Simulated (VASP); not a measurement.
# Zr12B (a cell with a defect) in VASP: further runs

The runs below take Zr12B (a cell with a defect) through single point, with PBE.

Everything below comes from runs of VASP 6.6.1. Logs are shortened: lines on timing, memory, paths and dates and some standing lists are left out, and cuts for length are marked.

### Step 1. The cell of the first run

The cell holds a defect, 13 atoms: a = 6.460 Å, b = 9.690 Å, c = 5.145 Å, α = 90.00°, β = 90.00°, γ = 120.00°.

### Step 2. Single point, PBE

Input file INCAR:

```
SYSTEM = Zr12B
PREC = Accurate ; ENCUT = 520
EDIFF = 1E-6 ; ISMEAR = 0
SIGMA = 0.1 ; LREAL = .FALSE.
LASPH = .TRUE. ; NELM = 60
ALGO = Normal ; ISIF = 2
LWAVE = .FALSE. ; LCHARG = .FALSE.
GGA = PE ; NBANDS = 86
```

Input file KPOINTS:

```
Automatic mesh
0
G
  3 2 3
  0 0 0
```

Input file POSCAR:

```
Zr12B
1.0
    6.4600000000      0.0000000000      0.0000000000
   -4.8450000000      8.3917860000      0.0000000000
    0.0000000000      0.0000000000      5.1453900000
Zr B
12 1
Direct
    0.0062578074      0.0060077752     -0.0059445647
    0.1672008601      0.2240961114      0.4943438737
   -0.0013247782      0.3290137191      0.0003824763
    0.1607034932      0.5488954188      0.4929963909
   -0.0029888615      0.6649848225      0.0138887961
    0.1660009894      0.8927478175      0.4895548003
    0.5066699889      0.0074999131      0.0070126541
    0.6687079971      0.2273239356      0.4996640048
    0.5000273672      0.3321661188      0.0055499910
    0.6609666369      0.5502549363      0.5058077650
    0.5013398000      0.6635054129      0.0102136617
    0.6703838081      0.8913118371      0.4858884999
    0.3337799913      0.7782352818      0.7499591509
```

Potentials or basis: VASP PAW PBE potentials, release 64 (Zr_sv, B).

On the command line:

```bash
cat potpaw_PBE.64/Zr_sv/POTCAR potpaw_PBE.64/B/POTCAR > POTCAR
mpirun -np 1 vasp_std > vasp.out
```

OUTCAR:

```text
SYSTEM = Zr12B
   PREC = Accurate
   ENCUT = 520
   EDIFF = 1E-6
   ISMEAR = 0
   LREAL = .FALSE.
   LASPH = .TRUE.
   NELM = 60
   ISIF = 2
   GGA = PE

 ion  position               nearest neighbor table
   1  0.006  0.006  0.994-   6 3.15  12 3.15   3 3.15   2 3.16   2 3.16   9 3.18   6 3.18  12 3.22
                             7 3.23   7 3.24   5 3.28  11 3.29
   2  0.167  0.224  0.494-   3 3.13   9 3.13   1 3.16   1 3.16   4 3.17  10 3.18   3 3.18   6 3.21
                            12 3.22   9 3.22   8 3.22   8 3.24
   3  0.999  0.329  0.000-   2 3.13   4 3.14   7 3.15   1 3.15   8 3.16   8 3.17   2 3.18   4 3.20
                             9 3.22   9 3.24  11 3.24   5 3.26
   4  0.161  0.549  0.493-  13 2.33   5 3.11  11 3.13   3 3.14   8 3.15   2 3.17   3 3.20  10 3.23
                            10 3.24  11 3.27   5 3.28  12 3.31   6 3.31
   5  0.997  0.665  0.014-  13 2.32   6 3.11   4 3.11  10 3.15  11 3.19   9 3.22  10 3.22   3 3.26
                            11 3.27   1 3.28   4 3.28   7 3.31   6 3.31
   6  0.166  0.893  0.490-  13 2.32   5 3.11   7 3.13   1 3.15   1 3.18  12 3.19   2 3.21   8 3.25
                            12 3.27   7 3.27  10 3.29   5 3.31   4 3.31
   7  0.507  0.007  0.007-  13 2.33  12 3.11   6 3.13   8 3.14   3 3.15   9 3.17   8 3.20   1 3.23
                             1 3.24   6 3.27  12 3.28   5 3.31  11 3.32
   8  0.669  0.227  0.500-   9 3.13   7 3.14   4 3.15  10 3.15   3 3.16   3 3.17   9 3.18   7 3.20
                             2 3.22   2 3.24   6 3.25  12 3.26
   9  0.500  0.332  0.006-   8 3.13   2 3.13  10 3.16  10 3.16   7 3.17   1 3.18   8 3.18  11 3.21
                             5 3.22   2 3.22   3 3.22   3 3.24
  10  0.661  0.550  0.506-  11 3.15   5 3.15   8 3.15   9 3.16   9 3.16   2 3.18  11 3.18   5 3.22
                             4 3.23   4 3.24  12 3.28   6 3.29
  11  0.501  0.664  0.010-  13 2.32  12 3.11   4 3.13  10 3.15  10 3.18   5 3.19   9 3.21   3 3.24
                             5 3.27   4 3.27   1 3.29  12 3.31   7 3.32
  12  0.670  0.891  0.486-  13 2.32  11 3.11   7 3.11   1 3.15   6 3.19   2 3.22   1 3.22   8 3.26
                             6 3.27  10 3.28   7 3.28   4 3.31  11 3.31
  13  0.334  0.778  0.750-  12 2.32   5 2.32   6 2.32  11 2.32   7 2.33   4 2.33

  LATTYP: Found a simple monoclinic cell.
 ALAT       =     6.4600000000
 B/A-ratio  =     0.7965000000
 C/A-ratio  =     1.3228756308
 COS(beta)  =    -0.1889822400

  Lattice vectors:

 A1 = (   6.4600000000,   0.0000000000,   0.0000000000)
 A2 = (   0.0000000000,   0.0000000000,   5.1453900000)
 A3 = (  -1.6150000000,  -8.3917860000,   0.0000000000)

Analysis of symmetry for initial positions (statically):
=====================================================================
 Subroutine PRICEL returns:
 Original cell was already a primitive cell.

 Routine SETGRP: Setting up the symmetry group for a
 simple monoclinic supercell.

 Subroutine GETGRP returns: Found  1 space group operations
 (whereof  1 operations were pure point group operations)
 out of a pool of  4 trial point group operations.

The static configuration has the point symmetry C_1 .

Analysis of symmetry for dynamics (positions and initial velocities):
=====================================================================
 Subroutine PRICEL returns:
 Original cell was already a primitive cell.

 Routine SETGRP: Setting up the symmetry group for a
 simple monoclinic supercell.

 Subroutine GETGRP returns: Found  1 space group operations
 (whereof  1 operations were pure point group operations)
 out of a pool of  4 trial point group operations.

The dynamic configuration has the point symmetry C_1 .

 Subroutine INISYM returns: Found  1 space group operations
 (whereof  1 operations are pure point group operations),
 and found     1 'primitive' translations

----------------------------------------------------------------------------------------

                                     Primitive cell

  volume of cell :     278.9364

  direct lattice vectors                    reciprocal lattice vectors
[... 68 lines left out ...]
|     Your reciprocal lattice and k-lattice belong to different lattice       |
|     classes:                                                                |
|                                                                             |
|        The reciprocal lattice is simple monoclinic,                         |
|        whereas your k-lattice is hexagonal.                                 |
|                                                                             |
|     Results are often still useful ...                                      |
|                                                                             |
 -----------------------------------------------------------------------------

 Subroutine IBZKPT returns following result:
 ===========================================

 Found     10 irreducible k-points:

 Following reciprocal coordinates:
            Coordinates               Weight
  0.000000  0.000000  0.000000      1.000000
  0.333333  0.000000  0.000000      2.000000
  0.000000  0.500000  0.000000      1.000000
  0.333333  0.500000  0.000000      2.000000
  0.000000  0.000000  0.333333      2.000000
  0.333333  0.000000  0.333333      2.000000
 -0.333333  0.000000  0.333333      2.000000
  0.000000  0.500000  0.333333      2.000000
  0.333333  0.500000  0.333333      2.000000
 -0.333333  0.500000  0.333333      2.000000
   k-points           NKPTS =     10   k-points in BZ     NKDIM =     10   number of bands    NBANDS=     86
   number of dos      NEDOS =    301   number of ions     NIONS =     13
   total plane-waves  NPLWV = 138240
   dimension x,y,z NGX =    48 NGY =   72 NGZ =   40
   dimension x,y,z NGXF=    96 NGYF=  144 NGZF=   80
   ions per type =              12   1
   NGX,Y,Z   is equivalent  to a cutoff of  12.35, 12.35, 12.92 a.u.
   NGXF,Y,Z  is equivalent  to a cutoff of  24.71, 24.71, 25.85 a.u.
 SYSTEM =  Zr12B
   PREC   = accura    normal or accurate (medium, high low for compatibility)
   ISTART =      0    job   : 0-new  1-cont  2-samecut
   ICHARG =      2    charge: 1-file 2-atom 10-const
   ISPIN  =      1    spin polarized calculation?
   LNONCOLLINEAR =      F non collinear calculations
   LSORBIT =      F    spin-orbit coupling
   LASPH  =      T    aspherical Exc in radial PAW
   ENCUT  =  520.0 eV  38.22 Ry    6.18 a.u.  12.01 18.02  9.57*2*pi/ulx,y,z
   NELM   =     60;   NELMIN=  2; NELMDL= -5     # of ELM steps
   EDIFF  = 0.1E-05   stopping-criterion for ELM
   LREAL  =      F    real-space projection
[... 7 lines left out ...]
   TEBEG  =    0.0;   TEEND  =   0.0 temperature during run
   PSTRESS=    0.0 pullay stress
   NELECT =     147.0000    total number of electrons
   NUPDOWN=      -1.0000    fix difference up-down
   EMIN   =  10.00;   EMAX   =-10.00  energy-range for DOS
   EFERMI =   0.00;   METHOD = LEGACY
   ISMEAR =     0;   SIGMA  =   0.10  broadening in eV -4-tet -1-fermi 0-gaus
   EFERMI_NEDOS =   21; number of points for ismear=-14 and -15
   IALGO  =     38    algorithm
   IMIX   =      4    mixing-type and parameters
     AMIX     =   0.40;   BMIX     =  1.00
     AMIX_MAG =   1.60;   BMIX_MAG =  1.00
  volume/ion in A,a.u.               =      21.46       144.80
  Fermi-wavevector in a.u.,A,eV,Ry     =   1.322347  2.498874 23.791180  1.748602
  Thomas-Fermi vector in A             =   2.452035
   LORBIT       =      0    0 simple, 1 ext, 2 COOP (PROOUT), +10 PAW based schemes
   GGA     = PE    functional components
   LHFCALC =     F    Hartree Fock is set to
   AEXX    =    0.0000 exact exchange contribution
   IVDW    =     0    specifies the selected vdW correction
   LEPSILON=     F    determine dielectric tensor
   LRPA    =     F    only Hartree local field effects (RPA)
 non-spin polarized calculation
 Gauss-broadening in eV      SIGMA  =   0.10
  energy-cutoff  :      520.00
  volume of cell :      278.94
 maximum number of plane-waves:      7545
   NGX = 25   NGY = 37   NGZ = 19

 number of electron     147.0000000 magnetization

 Free energy of the ion-electron system (eV)
  ---------------------------------------------------
  ext. energy  EPLUGINS =         0.00000000
  ---------------------------------------------------
  free energy    TOTEN  =      -109.16700322 eV

  energy without entropy =     -109.10346738  energy(sigma->0) =     -109.13523530

 E-fermi :   9.0486     XC(G=0): -11.2168

 val. band max:        9.0461859242   @ k =   0.0000   0.5000   0.0000
 cond. band min:       9.0992987161   @ k =   0.0000   0.0000   0.3333
 fundamental gap:      0.0531127919
 Fermi energy:         9.0486401635

 k-point     1 :       0.0000    0.0000    0.0000
  band No.  band energies     occupation
      1     -39.6621      2.00000
      2     -39.5636      2.00000
      3     -39.5364      2.00000
      4     -39.5179      2.00000
      5     -39.5096      2.00000
      6     -39.5034      2.00000
[... 869 lines left out ...]
     84      10.0260      0.00000
     85      10.1471      0.00000
 [bands above 85 left out]

------------------------ aborting loop because EDIFF is reached ----------------------------------------

  FORCE on cell =-STRESS in cart. coord.  units (eV):
  Direction    XX          YY          ZZ          XY          YZ          ZX
  --------------------------------------------------------------------------------------
  -------------------------------------------------------------------------------------
  Total        7.6437796      7.7185891      9.4234493     -0.2195180     -0.1411709     -0.1261774
  in kB       43.9049537     44.3346503     54.1271632     -1.2608851     -0.8108690     -0.7247476
  external PRESSURE =      47.4555890 kB  Pullay stress =       0.0000000 kB

 VOLUME and BASIS-vectors are now :
 -----------------------------------------------------------------------------
  energy-cutoff  :      520.00
  volume of cell :      278.94
      direct lattice vectors                 reciprocal lattice vectors
     6.460000000  0.000000000  0.000000000     0.154798762  0.089373108  0.000000000
    -4.845000000  8.391786000  0.000000000     0.000000000  0.119164145  0.000000000
     0.000000000  0.000000000  5.145390000     0.000000000  0.000000000  0.194348728

 POSITION                                       TOTAL-FORCE (eV/Angst)
 -----------------------------------------------------------------------------------
      0.01132      0.05042      5.11480        -0.008654      0.007638      0.004956
     -0.00563      1.88057      2.54359         0.007098      0.000005      0.003463
      4.85737      2.76101      0.00197        -0.006793     -0.001137      0.003306
     -1.62125      4.60621      2.53666        -0.000386     -0.003659     -0.003069
      3.21884      5.58041      0.07146         0.002493     -0.002440      0.003382
     -3.25300      7.49175      2.51895         0.005875      0.002208     -0.002484
      3.23675      0.06294      0.03608         0.000981      0.000967      0.002794
      3.21847      1.90765      2.57097         0.005428      0.001666     -0.005389
      1.62083      2.78747      0.02856        -0.004824     -0.000234     -0.002580
      1.60386      4.61762      2.60258         0.012321     -0.005557     -0.007242
      0.02397      5.56800      0.05255        -0.008849      0.000809      0.005599
      0.01227      7.47970      2.50009        -0.003588      0.001695     -0.002783
     -1.61433      6.53078      3.85883        -0.001100     -0.001960      0.000047
 -----------------------------------------------------------------------------------
    total drift:                                0.000108      0.000281     -0.000099

  FREE ENERGIE OF THE ION-ELECTRON SYSTEM (eV)
  ---------------------------------------------------
  free  energy   TOTEN  =      -109.1670032183 eV

  energy  without entropy=     -109.1034673843  energy(sigma->0) =     -109.13523530
```

Wall time 3.9 min (1 thread of Intel Xeon 6975P-C (Granite Rapids), shared host); peak memory 0.42 GiB.

Results:

```yaml
Free_energy: -109.1670 eV
Pressure: 4.7 GPa
Largest_force: 0.015 eV/Å
Band_gap_on_the_k_mesh: zero (an odd number of electrons rules out a gap without spin polarisation)
```

Forces on the atoms (eV/Å):
```
Zr  -0.009  0.008  0.005
Zr   0.007  0.000  0.003
Zr  -0.007 -0.001  0.003
Zr   0.000 -0.004 -0.003
Zr   0.002 -0.002  0.003
Zr   0.006  0.002 -0.002
Zr   0.001  0.001  0.003
Zr   0.005  0.002 -0.005
Zr  -0.005  0.000 -0.003
Zr   0.012 -0.006 -0.007
Zr  -0.009  0.001  0.006
Zr  -0.004  0.002 -0.003
B   -0.001 -0.002  0.000
```

Stress tensor (GPa, compression positive):
```
 4.39 -0.13 -0.07
-0.13  4.43 -0.08
-0.07 -0.08  5.41
```

Caveat: the k points lie up to 0.41 Å⁻¹ apart, too coarse for converged energies and pressures of a metal.

### Step 3. Single point, PBE

Input file INCAR:

```
SYSTEM = Zr12B
PREC = Accurate
ENCUT = 520
EDIFF = 1E-6
ISMEAR = 0
SIGMA = 0.1
LREAL = .FALSE.
LASPH = .TRUE.
NELM = 60
ALGO = Normal
ISIF = 2
LWAVE = .FALSE.
LCHARG = .FALSE.
GGA = PE
NBANDS = 86
```

Input file KPOINTS:

```
regular mesh
0
G
  3 2 3
  0 0 0
```

Input file POSCAR:

```
Zr12B
1.0
    6.4600000000      0.0000000000      0.0000000000
   -4.8450000000      8.3917860000      0.0000000000
    0.0000000000      0.0000000000      5.1453900000
Zr B
12 1
Direct
    0.0065423306      0.0060512461      0.0046224648
    0.1681068865      0.2238914852      0.5045591654
   -0.0011216409      0.3289346338     -0.0015346195
    0.1612661747      0.5484783882      0.5056234567
   -0.0025522406      0.6649292280     -0.0149245232
    0.1668667550      0.8925016776      0.5095613376
    0.5069805016      0.0074505815     -0.0077419047
    0.6694645563      0.2270237606      0.4997808557
    0.5002659805      0.3320460750     -0.0062410162
    0.6617173470      0.5499174673      0.4933594610
    0.5014512711      0.6634374486     -0.0117495965
    0.6708917335      0.8910552936      0.5127925363
    0.3341900345      0.7779653143      1.2489511225
```

Potentials or basis: VASP PAW PBE potentials, release 64 (Zr_sv, B).

On the command line:

```bash
cat potpaw_PBE.64/Zr_sv/POTCAR potpaw_PBE.64/B/POTCAR > POTCAR
mpirun -np 1 vasp_std > vasp.out
```

Wall time 4.4 min (1 thread of Intel Xeon 6975P-C (Granite Rapids), shared host); peak memory 0.42 GiB.

Results (log left out):

```
Free energy            : -109.1671 eV
Pressure               : 4.8 GPa
Largest force          : 0.010 eV/Å
Band gap on the k mesh : zero (an odd number of electrons rules out a gap without spin polarisation)
```

Forces on the atoms (eV/Å):
```
Zr  -0.005 -0.002 -0.003
Zr  -0.002  0.001 -0.002
Zr   0.001 -0.001 -0.001
Zr  -0.004  0.003  0.004
Zr  -0.002 -0.004 -0.001
Zr  -0.008  0.004  0.003
Zr   0.004 -0.002 -0.002
Zr   0.000  0.001 -0.002
Zr   0.001  0.001  0.000
Zr   0.007  0.000  0.002
Zr   0.007 -0.004 -0.001
Zr   0.002  0.003  0.004
B   -0.001  0.001 -0.001
```

Stress tensor (GPa, compression positive):
```
 4.38 -0.10  0.08
-0.10  4.46  0.08
 0.08  0.08  5.43
```

Levels at points of the mesh, in eV from the Fermi level:
```csv
k point,band 72,band 73,band 74,band 75,band 76,band 77
"(0.00, 0.00, 0.00)",-0.17,-0.14,0.44,0.63,0.81,0.81
"(0.00, 0.50, 0.00)",-0.05,0.00,0.16,0.22,0.45,0.64
```

Caveat: the k points lie up to 0.41 Å⁻¹ apart, too coarse for converged energies and pressures of a metal.

### Step 4. Single point, PBE

Input file INCAR:

```
PREC     = Accurate       # precision mode
ENCUT    = 520            # plane-wave cutoff, eV
EDIFF    = 1E-6           # SCF threshold, eV
ISMEAR   = 0              # smearing method
SIGMA    = 0.1            # smearing width, eV
LREAL    = False          # projectors in reciprocal space
LASPH    = True           # aspherical terms in the spheres
NELM     = 80             # most SCF steps
ALGO     = Normal         # electronic algorithm
ISIF     = 2              # what is computed and relaxed
LWAVE    = False          # write WAVECAR
LCHARG   = False          # write CHGCAR
GGA      = PE             # functional
NBANDS   = 86             # bands
```

Input file KPOINTS:

```
Automatic mesh
0
Gamma
  3 2 3
```

Input file POSCAR:

```
Zr12B
1.0
    6.4600000000      0.0000000000      0.0000000000
   -4.8450000000      8.3917860000      0.0000000000
    0.0000000000      0.0000000000      5.1453900000
Zr B
12 1
Direct
    0.0065423258      0.0060512744      0.0046223901
    0.1681068107      0.2238914338      0.5045592268
   -0.0011216302      0.3289346273     -0.0015345776
    0.1612661983      0.5484783573      0.5056234804
   -0.0025522859      0.6649292534     -0.0149244275
    0.1668668081      0.8925016677      0.5095613744
    0.5069805339      0.0074506190     -0.0077418816
    0.6694645861      0.2270237825      0.4997807746
    0.5002660158      0.3320461222     -0.0062409263
    0.6617173840      0.5499175027      0.4933594927
    0.5014512979      0.6634374375     -0.0117495467
    0.6708917496      0.8910552533      0.5127926163
    0.3341900461      0.7779652627      1.2489511971
```

On the command line:

```bash
cat potpaw_PBE.64/Zr_sv/POTCAR potpaw_PBE.64/B/POTCAR > POTCAR
mpirun -np 1 vasp_std > vasp.out
```

Run time: 11 min. Hardware: 1 thread of Intel Xeon Platinum 8375C at 2.90GHz (Ice Lake), shared host; peak memory 0.42 GiB.

It converged, with:

* Free energy: -109.1671 eV
* Pressure: 4.8 GPa
* Largest force: 0.010 eV/Å
* Band gap on the k mesh: zero (an odd number of electrons rules out a gap without spin polarisation)

Forces in eV/Å, atoms in the order of the input:
```
Zr  -0.005 -0.002 -0.003
Zr  -0.002  0.001 -0.002
Zr   0.001 -0.001 -0.001
Zr  -0.004  0.003  0.004
Zr  -0.002 -0.004 -0.001
Zr  -0.008  0.004  0.003
Zr   0.004 -0.002 -0.002
Zr   0.000  0.001 -0.002
Zr   0.001  0.001  0.000
Zr   0.007  0.000  0.002
Zr   0.007 -0.004 -0.001
Zr   0.002  0.003  0.004
B   -0.001  0.001 -0.001
```

Stress tensor (GPa, compression positive):
```
 4.38 -0.10  0.08
-0.10  4.46  0.08
 0.08  0.08  5.43
```

Levels at points of the mesh, in eV from the Fermi level:
```tsv
k point	band 71	band 72	band 73	band 74	band 75	band 76	band 77	band 78
(0.00, 0.00, 0.00)	-0.36	-0.17	-0.14	0.44	0.63	0.81	0.81	0.84
(0.00, 0.50, 0.00)	-0.11	-0.05	0.00	0.16	0.22	0.45	0.64	0.73
```

Caveat: the k points lie up to 0.41 Å⁻¹ apart, too coarse for converged energies and pressures of a metal.
